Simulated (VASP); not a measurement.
# Zr3H (Pm-3n) in VASP: further runs

The runs below take Zr3H through single point, relaxation of cell and atoms, with PBE.

Program: VASP 6.6.1. These are calculated values, not measurements. Logs are shortened: lines on timing, memory, paths and dates and some standing lists are left out, and cuts for length are marked.

## 1. The cell of the first run

Symmetry: Pm-3n, No. 223, cubic system. The conventional cell has a = 5.369 Å, b = 5.369 Å, c = 5.369 Å, α = 90.00°, β = 90.00°, γ = 90.00°. Zr (site symmetry -4m2) has 10 Zr at 2.68 to 3.29 Å and 4 H at 3.00 Å within 3.5 Å. Within 4.0 Å of H (site symmetry m-3) lie 12 Zr at 3.00 Å.

The cell was generated, and may not be a known phase.

## 2. Single point, PBE

Contents of INCAR:

```
SYSTEM = Zr3H
PREC = Accurate ; ENCUT = 520
EDIFF = 1E-6 ; ISMEAR = 0
SIGMA = 0.1 ; LREAL = .False.
LASPH = .True. ; NELM = 80
ALGO = Normal ; ISIF = 2
LWAVE = .False. ; LCHARG = .False.
GGA = PE ; NBANDS = 47
```

Contents of KPOINTS:

```
Automatic mesh
0
Gamma
  8 8 8
  0 0 0
```

Contents of POSCAR:

```
Zr3H
1.0
    5.3685563658      0.0000000000      0.0000000000
    0.0000000000      5.3685563658      0.0000000000
    0.0000000000      0.0000000000      5.3685563658
Zr H
6 2
Direct
    0.2500000000      0.0000000000      0.5000000000
    0.7500000000      0.0000000000      0.5000000000
    0.0000000000      0.5000000000      0.2500000000
    0.0000000000      0.5000000000      0.7500000000
    0.5000000000      0.7500000000      0.0000000000
    0.5000000000      0.2500000000      0.0000000000
    0.0000000000      0.0000000000      0.0000000000
    0.5000000000      0.5000000000      0.5000000000
```

Potentials or basis: VASP PAW PBE potentials, release 64 (Zr_sv, H).

Command:

```bash
$ cat potpaw_PBE.64/Zr_sv/POTCAR potpaw_PBE.64/H/POTCAR > POTCAR
$ mpirun -np 1 vasp_std > vasp.out
```

OUTCAR:

```text
SYSTEM = Zr3H
   PREC = Accurate
   ENCUT = 520
   EDIFF = 1E-6
   ISMEAR = 0
   LREAL = .False.
   LASPH = .True.
   NELM = 80
   ISIF = 2
   GGA = PE

 ion  position               nearest neighbor table
   1  0.250  0.000  0.500-   2 2.68   2 2.68   4 3.29   5 3.29   6 3.29   5 3.29   6 3.29   3 3.29
                             4 3.29   3 3.29
   2  0.750  0.000  0.500-   1 2.68   1 2.68   4 3.29   5 3.29   6 3.29   5 3.29   6 3.29   3 3.29
                             4 3.29   3 3.29
   3  0.000  0.500  0.250-   4 2.68   4 2.68   1 3.29   5 3.29   6 3.29   2 3.29   1 3.29   2 3.29
                             5 3.29   6 3.29
   4  0.000  0.500  0.750-   3 2.68   3 2.68   1 3.29   5 3.29   6 3.29   2 3.29   1 3.29   2 3.29
                             5 3.29   6 3.29
   5  0.500  0.750  0.000-   6 2.68   6 2.68   3 3.29   4 3.29   1 3.29   1 3.29   2 3.29   2 3.29
                             3 3.29   4 3.29
   6  0.500  0.250  0.000-   5 2.68   5 2.68   3 3.29   4 3.29   1 3.29   1 3.29   2 3.29   2 3.29
                             3 3.29   4 3.29
   7  0.000  0.000  0.000-
   8  0.500  0.500  0.500-

  LATTYP: Found a simple cubic cell.
 ALAT       =     5.3685563658

  Lattice vectors:

 A1 = (   5.3685563658,   0.0000000000,   0.0000000000)
 A2 = (   0.0000000000,   5.3685563658,   0.0000000000)
 A3 = (   0.0000000000,   0.0000000000,   5.3685563658)

Analysis of symmetry for initial positions (statically):
=====================================================================
 Subroutine PRICEL returns:
 Original cell was already a primitive cell.

 Routine SETGRP: Setting up the symmetry group for a
 simple cubic supercell.

 Subroutine GETGRP returns: Found 48 space group operations
 (whereof 24 operations were pure point group operations)
 out of a pool of 48 trial point group operations.

The static configuration has the point symmetry T_h .
 The point group associated with its full space group is O_h .

Analysis of symmetry for dynamics (positions and initial velocities):
=====================================================================
 Subroutine PRICEL returns:
 Original cell was already a primitive cell.

 Routine SETGRP: Setting up the symmetry group for a
 simple cubic supercell.

 Subroutine GETGRP returns: Found 48 space group operations
 (whereof 24 operations were pure point group operations)
 out of a pool of 48 trial point group operations.

The dynamic configuration has the point symmetry T_h .
 The point group associated with its full space group is O_h .

[... 109 lines left out ...]
   NELM   =     80;   NELMIN=  2; NELMDL= -5     # of ELM steps
   EDIFF  = 0.1E-05   stopping-criterion for ELM
   LREAL  =      F    real-space projection
[... 7 lines left out ...]
   TEBEG  =    0.0;   TEEND  =   0.0 temperature during run
   PSTRESS=    0.0 pullay stress
   NELECT =      74.0000    total number of electrons
   NUPDOWN=      -1.0000    fix difference up-down
   EMIN   =  10.00;   EMAX   =-10.00  energy-range for DOS
   EFERMI =   0.00;   METHOD = LEGACY
   ISMEAR =     0;   SIGMA  =   0.10  broadening in eV -4-tet -1-fermi 0-gaus
   EFERMI_NEDOS =   21; number of points for ismear=-14 and -15
   IALGO  =     38    algorithm
   IMIX   =      4    mixing-type and parameters
     AMIX     =   0.40;   BMIX     =  1.00
     AMIX_MAG =   1.60;   BMIX_MAG =  1.00
  volume/ion in A,a.u.               =      19.34       130.52
  Fermi-wavevector in a.u.,A,eV,Ry     =   1.280249  2.419320 22.300470  1.639038
  Thomas-Fermi vector in A             =   2.412688
   LORBIT       =      0    0 simple, 1 ext, 2 COOP (PROOUT), +10 PAW based schemes
   GGA     = PE    functional components
   LHFCALC =     F    Hartree Fock is set to
   AEXX    =    0.0000 exact exchange contribution
   IVDW    =     0    specifies the selected vdW correction
   LEPSILON=     F    determine dielectric tensor
   LRPA    =     F    only Hartree local field effects (RPA)
 non-spin polarized calculation
 Gauss-broadening in eV      SIGMA  =   0.10
  energy-cutoff  :      520.00
  volume of cell :      154.73
 maximum number of plane-waves:      4224
 NGX is ok and might be reduce to    40
   NGX = 19   NGY = 19   NGZ = 19

 number of electron      73.9999996 magnetization

 Free energy of the ion-electron system (eV)
  ---------------------------------------------------
  ext. energy  EPLUGINS =         0.00000000
  ---------------------------------------------------
  free energy    TOTEN  =       -52.55185446 eV

  energy without entropy =      -52.50683138  energy(sigma->0) =      -52.52934292

 E-fermi :   7.8686     XC(G=0): -10.6932

 val. band max:        7.8655275345   @ k =   0.3750   0.3750   0.1250
 cond. band min:       7.8693117807   @ k =   0.5000   0.1250   0.0000
 fundamental gap:      0.0037842462
 Fermi energy:         7.8685832140

 k-point     1 :       0.0000    0.0000    0.0000
  band No.  band energies     occupation
      1     -40.7519      2.00000
      2     -40.6479      2.00000
      3     -40.6479      2.00000
      4     -40.3621      2.00000
      5     -40.3621      2.00000
      6     -40.3621      2.00000
[... 1189 lines left out ...]
     46       9.6912      0.00000
     47      10.3471      0.00000

 [... further k-points ...]

------------------------ aborting loop because EDIFF is reached ----------------------------------------

  FORCE on cell =-STRESS in cart. coord.  units (eV):
  Direction    XX          YY          ZZ          XY          YZ          ZX
  --------------------------------------------------------------------------------------
  -------------------------------------------------------------------------------------
  Total        0.0398036      0.0398036      0.0398036     -0.0000000     -0.0000000      0.0000000
  in kB        0.4121550      0.4121550      0.4121550     -0.0000000     -0.0000000      0.0000000
  external PRESSURE =       0.4121550 kB  Pullay stress =       0.0000000 kB

 VOLUME and BASIS-vectors are now :
 -----------------------------------------------------------------------------
  energy-cutoff  :      520.00
  volume of cell :      154.73
      direct lattice vectors                 reciprocal lattice vectors
     5.368556366  0.000000000  0.000000000     0.186269815  0.000000000  0.000000000
     0.000000000  5.368556366  0.000000000     0.000000000  0.186269815  0.000000000
     0.000000000  0.000000000  5.368556366     0.000000000  0.000000000  0.186269815

 POSITION                                       TOTAL-FORCE (eV/Angst)
 -----------------------------------------------------------------------------------
      1.34214      0.00000      2.68428         0.000000      0.000000      0.000000
      4.02642      0.00000      2.68428        -0.000000      0.000000      0.000000
      0.00000      2.68428      1.34214        -0.000000     -0.000000     -0.000000
      0.00000      2.68428      4.02642         0.000000      0.000000     -0.000000
      2.68428      4.02642      0.00000        -0.000000     -0.000000     -0.000000
      2.68428      1.34214      0.00000         0.000000     -0.000000      0.000000
      0.00000      0.00000      0.00000         0.000000     -0.000000     -0.000000
      2.68428      2.68428      2.68428         0.000000     -0.000000     -0.000000
 -----------------------------------------------------------------------------------
    total drift:                                0.000000     -0.000000      0.000000

  FREE ENERGIE OF THE ION-ELECTRON SYSTEM (eV)
  ---------------------------------------------------
  free  energy   TOTEN  =       -52.5518544593 eV

  energy  without entropy=      -52.5068313751  energy(sigma->0) =      -52.52934292
```

stdout:

```text
POSCAR found type information on POSCAR ZrH
 POSCAR found :  2 types and       8 ions
 scaLAPACK will be used
 LDA part: xc-table for (Slater+PW92), standard interpolation
 POSCAR, INCAR and KPOINTS ok, starting setup
 FFT: planning ... GRIDC
 FFT: planning ... GRID_SOFT
 FFT: planning ... GRID
 WAVECAR not read
 entering main loop
```

Run time: 2 min. Hardware: 1 thread of AMD EPYC 9R45 (Zen 5), shared host; peak memory 0.31 GiB.

What came out:

```
Free energy            : -52.5519 eV
Pressure               : 0.0 GPa
Band gap on the k mesh : zero (bands 37 and 38 overlap by 0.67 eV)
```

Levels at points of the mesh, in eV from the Fermi level:
| k point | band 33 | band 34 | band 35 | band 36 | band 37 | band 38 | band 39 | band 40 | band 41 | band 42 |
| --- | --- | --- | --- | --- | --- | --- | --- | --- | --- | --- |
| (0.00, 0.00, 0.00) | -0.84 | -0.84 | -0.84 | -0.62 | 0.10 | 0.10 | 0.10 | 0.25 | 0.25 | 0.25 |
| (0.50, 0.00, 0.00) | -1.04 | -1.04 | -0.06 | -0.06 | -0.05 | -0.05 | 0.10 | 0.10 | 0.76 | 0.76 |
| (0.50, 0.50, 0.00) | -0.96 | -0.78 | -0.04 | 0.11 | 0.17 | 0.17 | 1.05 | 1.05 | 1.08 | 1.08 |
| (0.50, 0.50, 0.50) | -0.38 | -0.38 | -0.38 | -0.38 | -0.38 | -0.38 | 1.08 | 1.08 | 1.08 | 1.08 |

## 3. Relaxation of cell and atoms, PBE

This run uses another cell than the first one, of 16.28 Å³/atom.

Contents of INCAR:

```
PREC = Accurate ; ENCUT = 600
EDIFF = 1E-6 ; ISMEAR = 0
SIGMA = 0.1 ; LREAL = False
LASPH = True ; NELM = 60
ALGO = Normal ; ISIF = 3
LWAVE = False ; LCHARG = False
GGA = PE ; IBRION = 2
NSW = 90 ; EDIFFG = -0.04
```

Contents of KPOINTS:

```
Automatic mesh
0
Gamma
  4 4 4
```

POSCAR, as its differences from that of step 2:

```diff
@@ -2,5 +2,5 @@
 1.0
-    5.3685563658      0.0000000000      0.0000000000
-    0.0000000000      5.3685563658      0.0000000000
-    0.0000000000      0.0000000000      5.3685563658
+    5.0692614900      0.0000000000      0.0000000000
+    0.0000000000      5.0692614900      0.0000000000
+    0.0000000000      0.0000000000      5.0692614900
 Zr H
```

Potentials or basis: VASP PAW PBE potentials, release 64 (Zr_sv, H).

Command:

```bash
$ cat potpaw_PBE.64/Zr_sv/POTCAR potpaw_PBE.64/H/POTCAR > POTCAR
$ mpirun -np 1 vasp_std > vasp.out
```

Wall time 1.7 min (1 thread of AMD EPYC 9R45 (Zen 5), shared host); peak memory 0.24 GiB.

Results (log left out):

```
Free energy                           : -52.5890 eV
Relaxed volume                        : 19.35 Å³/atom
Relaxed cell                          : a = 5.370 Å, b = 5.370 Å, c = 5.370 Å, α = 90.00°, β = 90.00°, γ = 90.00°
Space group after relaxing (to 0.1 Å) : Pm-3n (No. 223)
Energy gained by relaxing             : 155.9 meV/atom
Ionic steps                           : 3
Pressure after relaxing               : 0.0 GPa
Band gap on the k mesh                : zero (bands 37 and 38 overlap by 0.59 eV)
```

The path:
| step | energy change (eV) | largest force (eV/Å) | pressure (GPa) | volume (Å³) |
| --- | --- | --- | --- | --- |
| 1 | 0.0000 | 0.0000 | 18.67 | 130.27 |
| 2 | -0.9662 | 0.0000 | -5.83 | 169.41 |
| 3 | -1.2471 | 0.0000 | 0.04 | 154.84 |

Final structure:
```cif
data_structure
_symmetry_space_group_name_H-M 'P 1'
_symmetry_Int_Tables_number 1
_cell_length_a 5.3698
_cell_length_b 5.3698
_cell_length_c 5.3698
_cell_angle_alpha 90.000
_cell_angle_beta 90.000
_cell_angle_gamma 90.000
_cell_volume 154.84
loop_
_atom_site_label
_atom_site_type_symbol
_atom_site_fract_x
_atom_site_fract_y
_atom_site_fract_z
_atom_site_occupancy
Zr1 Zr 0.25000 0.00000 0.50000 1
Zr2 Zr 0.75000 0.00000 0.50000 1
Zr3 Zr 0.00000 0.50000 0.25000 1
Zr4 Zr 0.00000 0.50000 0.75000 1
Zr5 Zr 0.50000 0.75000 0.00000 1
Zr6 Zr 0.50000 0.25000 0.00000 1
H1 H 0.00000 0.00000 0.00000 1
H2 H 0.50000 0.50000 0.50000 1
```

Levels at points of the mesh, in eV from the Fermi level:
```csv
k point,band 36,band 37,band 38,band 39,band 40,band 41
"(0.00, 0.00, 0.00)",-0.62,0.09,0.09,0.09,0.24,0.24
"(0.50, 0.00, 0.00)",-0.07,-0.04,-0.04,0.12,0.12,0.79
"(0.50, 0.50, 0.00)",0.12,0.18,0.18,1.08,1.08,1.10
"(0.50, 0.50, 0.50)",-0.37,-0.37,-0.37,1.11,1.11,1.11
```

Caveat: the volume moved by over 15 % at a fixed basis, so the end points are rough.

The gap in the log of VASP goes by the Fermi energy; the results here count the filled bands.